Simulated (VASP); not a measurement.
# Mo (P6/mmm) in VASP: single point with PBEsol

Aim: the single point of Mo with PBEsol.

Everything below comes from runs of VASP 6.6.1. Logs are shortened: lines on timing, memory, paths and dates and some standing lists are left out, and cuts for length are marked.

## (1) The cell of the first run

It takes space group P6/mmm (No. 191, hexagonal). Conventional cell: a = 2.742 Å, b = 2.742 Å, c = 2.492 Å, α = 90.00°, β = 90.00°, γ = 120.00°. Within 3.3 Å of Mo (site symmetry 6/mmm) lie 8 Mo at 2.49 to 2.74 Å.

This isn't the form of Mo at room conditions, which is bcc.

## (2) Single point, PBEsol

Input file INCAR:

```
SYSTEM = Mo
ALGO = Fast
EDIFF = 1E-6
ENCUT = 520
GGA = PS
ISIF = 2
ISMEAR = 0
LASPH = .TRUE.
LCHARG = .FALSE.
LREAL = .FALSE.
LWAVE = .FALSE.
NBANDS = 36
NELM = 80
PREC = Accurate
SIGMA = 0.15
```

Input file KPOINTS:

```
k-points
0
G
  25 25 6
  0 0 0
```

Input file POSCAR:

```
Mo
1.0
   -1.3711677094     -2.3749321384      0.0000000000
    1.3711677094     -2.3749321384      0.0000000000
    0.0000000000      0.0000000000      9.9682842839
Mo
4
Direct
    0.0000000000      0.0000000000      0.1250000000
    0.0000000000      0.0000000000      0.3750000000
    0.0000000000      0.0000000000      0.6250000000
    0.0000000000      0.0000000000      0.8750000000
```

Potentials or basis: VASP PAW PBE potentials, release 64 (Mo_sv).

Run with:

```bash
$ cat potpaw_PBE.64/Mo_sv/POTCAR > POTCAR
$ mpirun -np 1 vasp_std > vasp.out
```

OUTCAR:

```text
SYSTEM = Mo
   EDIFF = 1E-6
   ENCUT = 520
   GGA = PS
   ISIF = 2
   ISMEAR = 0
   LASPH = .TRUE.
   LREAL = .FALSE.
   NELM = 80
   PREC = Accurate

 ion  position               nearest neighbor table
   1  0.000  0.000  0.125-   2 2.49   4 2.49
   2  0.000  0.000  0.375-   1 2.49   3 2.49
   3  0.000  0.000  0.625-   2 2.49   4 2.49
   4  0.000  0.000  0.875-   1 2.49   3 2.49

  LATTYP: Found a hexagonal cell.
 ALAT       =     2.7423354188
 C/A-ratio  =     3.6349617248

  Lattice vectors:

 A1 = (  -1.3711677094,   2.3749321384,   0.0000000000)
 A2 = (  -1.3711677094,  -2.3749321384,   0.0000000000)
 A3 = (   0.0000000000,   0.0000000000,   9.9682842839)

Analysis of symmetry for initial positions (statically):
=====================================================================
 Subroutine PRICEL returns following result:

  LATTYP: Found a hexagonal cell.
 ALAT       =     2.7423354188
 C/A-ratio  =     0.9087404312

  Lattice vectors:

 A1 = (  -1.3711677094,   2.3749321384,   0.0000000000)
 A2 = (  -1.3711677094,  -2.3749321384,   0.0000000000)
 A3 = (   0.0000000000,   0.0000000000,   2.4920710710)

   4 primitive cells build up your supercell.

 Routine SETGRP: Setting up the symmetry group for a
 hexagonal supercell.

 Subroutine GETGRP returns: Found 24 space group operations
 (whereof 24 operations were pure point group operations)
 out of a pool of 24 trial point group operations.

The static configuration has the point symmetry D_6h.

Analysis of symmetry for dynamics (positions and initial velocities):
=====================================================================
 Subroutine PRICEL returns following result:

  LATTYP: Found a hexagonal cell.
 ALAT       =     2.7423354188
 C/A-ratio  =     0.9087404312

  Lattice vectors:

 A1 = (  -1.3711677094,   2.3749321384,   0.0000000000)
 A2 = (  -1.3711677094,  -2.3749321384,   0.0000000000)
 A3 = (   0.0000000000,   0.0000000000,   2.4920710710)

   4 primitive cells build up your supercell.

 Routine SETGRP: Setting up the symmetry group for a
 hexagonal supercell.

 Subroutine GETGRP returns: Found 24 space group operations
 (whereof 24 operations were pure point group operations)
 out of a pool of 24 trial point group operations.

The dynamic configuration has the point symmetry D_6h.

 Subroutine INISYM returns: Found 24 space group operations
 (whereof 24 operations are pure point group operations),
 and found     4 'primitive' translations

----------------------------------------------------------------------------------------

                                     Primitive cell

  volume of cell :      16.2305

  direct lattice vectors                    reciprocal lattice vectors
    -1.371167709  2.374932138  0.000000000    -0.364652695  0.210532331  0.000000000
    -1.371167709 -2.374932138  0.000000000    -0.364652695 -0.210532331  0.000000000
     0.000000000  0.000000000  2.492071071     0.000000000  0.000000000  0.401272665

  length of vectors
     2.742335419  2.742335419  2.492071071     0.421064663  0.421064663  0.401272665

  position of ions in fractional coordinates (direct lattice)
     0.000000000  0.000000000  0.500000000

  ion indices of the primitive-cell ions
   primitive index   ion index
                 1           1

----------------------------------------------------------------------------------------

 KPOINTS: k-points

Automatic generation of k-mesh.
 Grid dimensions read from file:
 generate k-points for:   25   25    6

 Generating k-lattice:

  Cartesian coordinates                     Fractional coordinates (reciprocal lattice)
    -0.014586108 -0.008421293  0.000000000     0.040000000  0.000000000  0.000000000
     0.014586108 -0.008421293  0.000000000     0.000000000  0.040000000  0.000000000
     0.000000000  0.000000000  0.016719694     0.000000000  0.000000000  0.166666667

  Length of vectors
     0.016842587  0.016842587  0.016719694

  Shift w.r.t. Gamma in fractional coordinates (k-lattice)
     0.000000000  0.000000000  0.000000000

 Subroutine IBZKPT returns following result:
 ===========================================

 Found    260 irreducible k-points:

 Following reciprocal coordinates:
            Coordinates               Weight
  0.000000  0.000000  0.000000      1.000000
  0.040000  0.000000  0.000000      6.000000
  0.080000  0.000000  0.000000      6.000000
  0.120000  0.000000  0.000000      6.000000
  0.160000  0.000000  0.000000      6.000000
  0.200000  0.000000  0.000000      6.000000
[... 16 lines left out ...]
  0.440000  0.040000  0.000000     12.000000
  0.480000  0.040000  0.000000     12.000000
 [... further k-points ...]
   k-points           NKPTS =    260   k-points in BZ     NKDIM =    260   number of bands    NBANDS=     36
   number of dos      NEDOS =    301   number of ions     NIONS =      4
   total plane-waves  NPLWV =  32000
   dimension x,y,z NGX =    20 NGY =   20 NGZ =   80
   dimension x,y,z NGXF=    40 NGYF=   40 NGZF=  160
   ions per type =               4
   NGX,Y,Z   is equivalent  to a cutoff of  12.12, 12.12, 13.34 a.u.
   NGXF,Y,Z  is equivalent  to a cutoff of  24.25, 24.25, 26.68 a.u.
 SYSTEM =  Mo
   PREC   = accura    normal or accurate (medium, high low for compatibility)
   ISTART =      0    job   : 0-new  1-cont  2-samecut
   ICHARG =      2    charge: 1-file 2-atom 10-const
   ISPIN  =      1    spin polarized calculation?
   LNONCOLLINEAR =      F non collinear calculations
   LSORBIT =      F    spin-orbit coupling
   LASPH  =      T    aspherical Exc in radial PAW
   ENCUT  =  520.0 eV  38.22 Ry    6.18 a.u.   5.10  5.10 18.53*2*pi/ulx,y,z
   NELM   =     80;   NELMIN=  2; NELMDL= -5     # of ELM steps
   EDIFF  = 0.1E-05   stopping-criterion for ELM
   LREAL  =      F    real-space projection
   EDIFFG = 0.1E-04   stopping-criterion for IOM
   NSW    =      0    number of steps for IOM
   IBRION =     -1    ionic relax: 0-MD 1-quasi-New 2-CG
   NFREE  =      0    steps in history (QN), initial steepest desc. (CG)
   ISIF   =      2    stress and relaxation
   ISYM   =      2    0-nonsym 1-usesym 2-fastsym
   POTIM  = 0.5000    time-step for ionic-motion
   TEBEG  =    0.0;   TEEND  =   0.0 temperature during run
   PSTRESS=    0.0 pullay stress
   NELECT =      56.0000    total number of electrons
   NUPDOWN=      -1.0000    fix difference up-down
   EMIN   =  10.00;   EMAX   =-10.00  energy-range for DOS
   EFERMI =   0.00;   METHOD = LEGACY
   ISMEAR =     0;   SIGMA  =   0.15  broadening in eV -4-tet -1-fermi 0-gaus
   EFERMI_NEDOS =   21; number of points for ismear=-14 and -15
   IALGO  =     68    algorithm
   IMIX   =      4    mixing-type and parameters
     AMIX     =   0.40;   BMIX     =  1.00
     AMIX_MAG =   1.60;   BMIX_MAG =  1.00
  volume/ion in A,a.u.               =      16.23       109.53
  Fermi-wavevector in a.u.,A,eV,Ry     =   1.558380  2.944912 33.042416  2.428549
  Thomas-Fermi vector in A             =   2.661893
   LORBIT       =      0    0 simple, 1 ext, 2 COOP (PROOUT), +10 PAW based schemes
   GGA     = PS    functional components
   LHFCALC =     F    Hartree Fock is set to
   AEXX    =    0.0000 exact exchange contribution
   IVDW    =     0    specifies the selected vdW correction
   LEPSILON=     F    determine dielectric tensor
   LRPA    =     F    only Hartree local field effects (RPA)
 non-spin polarized calculation
 RMM-DIIS sequential band-by-band and
 Gauss-broadening in eV      SIGMA  =   0.15
  energy-cutoff  :      520.00
  volume of cell :       64.92
 maximum number of plane-waves:      1767
   NGX = 11   NGY = 11   NGZ = 37

 number of electron      56.0000023 magnetization

 Free energy of the ion-electron system (eV)
  ---------------------------------------------------
  ext. energy  EPLUGINS =         0.00000000
  ---------------------------------------------------
  free energy    TOTEN  =       -43.51175121 eV

  energy without entropy =      -43.47060337  energy(sigma->0) =      -43.49117729

 E-fermi :  11.6941     XC(G=0): -13.2279

 val. band max:       11.6930952833   @ k =   0.1200   0.0000   0.0000
 cond. band min:      11.6969226381   @ k =   0.0000   0.0000   0.1667
 fundamental gap:      0.0038273548
 Fermi energy:        11.6941074792

 k-point     1 :       0.0000    0.0000    0.0000
  band No.  band energies     occupation
      1     -49.2308      2.00000
      2     -49.0774      2.00000
      3     -49.0774      2.00000
      4     -48.9186      2.00000
      5     -24.3657      2.00000
      6     -23.3749      2.00000
[... 28 lines left out ...]
     35      13.8744      0.00000
     36      13.8744      0.00000

 k-point     2 :       0.0400    0.0000    0.0000
  band No.  band energies     occupation
      1     -49.2274      2.00000
      2     -49.0740      2.00000
      3     -49.0740      2.00000
      4     -48.9153      2.00000
      5     -24.3616      2.00000
      6     -23.3717      2.00000
[... 28 lines left out ...]
     35      13.8320      0.00000
     36      13.8454      0.00000

 k-point     3 :       0.0800    0.0000    0.0000
  band No.  band energies     occupation
      1     -49.2174      2.00000
      2     -49.0643      2.00000
      3     -49.0643      2.00000
      4     -48.9058      2.00000
      5     -24.3498      2.00000
      6     -23.3623      2.00000
[... 28 lines left out ...]
     35      13.7390      0.00000
     36      13.7808      0.00000

 k-point     4 :       0.1200    0.0000    0.0000
  band No.  band energies     occupation
      1     -49.2014      2.00000
      2     -49.0487      2.00000
      3     -49.0487      2.00000
      4     -48.8906      2.00000
      5     -24.3309      2.00000
      6     -23.3473      2.00000
[... 28 lines left out ...]
     35      13.5514      0.00000
     36      13.7339      0.00000

 k-point     5 :       0.1600    0.0000    0.0000
  band No.  band energies     occupation
      1     -49.1803      2.00000
      2     -49.0281      2.00000
      3     -49.0281      2.00000
      4     -48.8707      2.00000
      5     -24.3060      2.00000
      6     -23.3276      2.00000
[... 655 lines left out ...]
 k-point    22 :       0.4000    0.0400    0.0000
  band No.  band energies     occupation
      1     -49.0386      2.00000
      2     -48.8903      2.00000
      3     -48.8903      2.00000
      4     -48.7368      2.00000
      5     -24.1389      2.00000
      6     -23.7242      2.00000
[... 28 lines left out ...]
     35      15.0957      0.00000
     36      15.5127      0.00000

 k-point    23 :       0.4400    0.0400    0.0000
  band No.  band energies     occupation
      1     -49.0221      2.00000
      2     -48.8742      2.00000
      3     -48.8742      2.00000
      4     -48.7212      2.00000
      5     -24.1194      2.00000
      6     -23.8182      2.00000
[... 28 lines left out ...]
     35      15.5280      0.00000
     36      15.6649      0.00000

 k-point    24 :       0.4800    0.0400    0.0000
  band No.  band energies     occupation
      1     -49.0117      2.00000
      2     -48.8641      2.00000
      3     -48.8641      2.00000
      4     -48.7115      2.00000
      5     -24.1072      2.00000
      6     -23.8767      2.00000
[... 28 lines left out ...]
     35      16.0540      0.00000
     36      16.0600      0.00000

 [... further k-points ...]

------------------------ aborting loop because EDIFF is reached ----------------------------------------

  FORCE on cell =-STRESS in cart. coord.  units (eV):
  Direction    XX          YY          ZZ          XY          YZ          ZX
  --------------------------------------------------------------------------------------
  -------------------------------------------------------------------------------------
  Total        0.3908952      0.3908952     -0.0260695     -0.0000000      0.0000000     -0.0000000
  in kB        9.6466988      9.6466988     -0.6433552     -0.0000000      0.0000000     -0.0000000
  external PRESSURE =       6.2166808 kB  Pullay stress =       0.0000000 kB

 VOLUME and BASIS-vectors are now :
 -----------------------------------------------------------------------------
  energy-cutoff  :      520.00
  volume of cell :       64.92
      direct lattice vectors                 reciprocal lattice vectors
    -1.371167709 -2.374932138  0.000000000    -0.364652695 -0.210532331  0.000000000
     1.371167709 -2.374932138  0.000000000     0.364652695 -0.210532331  0.000000000
     0.000000000  0.000000000  9.968284284     0.000000000  0.000000000  0.100318166

 POSITION                                       TOTAL-FORCE (eV/Angst)
 -----------------------------------------------------------------------------------
      0.00000      0.00000      1.24604        -0.000000      0.000000     -0.000000
      0.00000      0.00000      3.73811         0.000000     -0.000000     -0.000000
      0.00000      0.00000      6.23018        -0.000000      0.000000      0.000000
      0.00000      0.00000      8.72225        -0.000000      0.000000      0.000000
 -----------------------------------------------------------------------------------
    total drift:                                0.000000     -0.000000      0.000000

  FREE ENERGIE OF THE ION-ELECTRON SYSTEM (eV)
  ---------------------------------------------------
  free  energy   TOTEN  =       -43.5117512148 eV

  energy  without entropy=      -43.4706033684  energy(sigma->0) =      -43.49117729
```

Run time: 11 min. Hardware: 1 thread of Intel Xeon 8259CL, shared host; peak memory 0.5 GiB.

What came out:

```
Free energy            : -43.5118 eV
Pressure               : 0.6 GPa
Band gap on the k mesh : zero (bands 28 and 29 overlap by 1.65 eV)
```

Stress tensor (GPa, compression positive):
```
 0.96  0.00  0.00
 0.00  0.96  0.00
 0.00  0.00 -0.06
```

Caveat: the PAW data sets were made with another functional, which shifts forces and pressure a little.
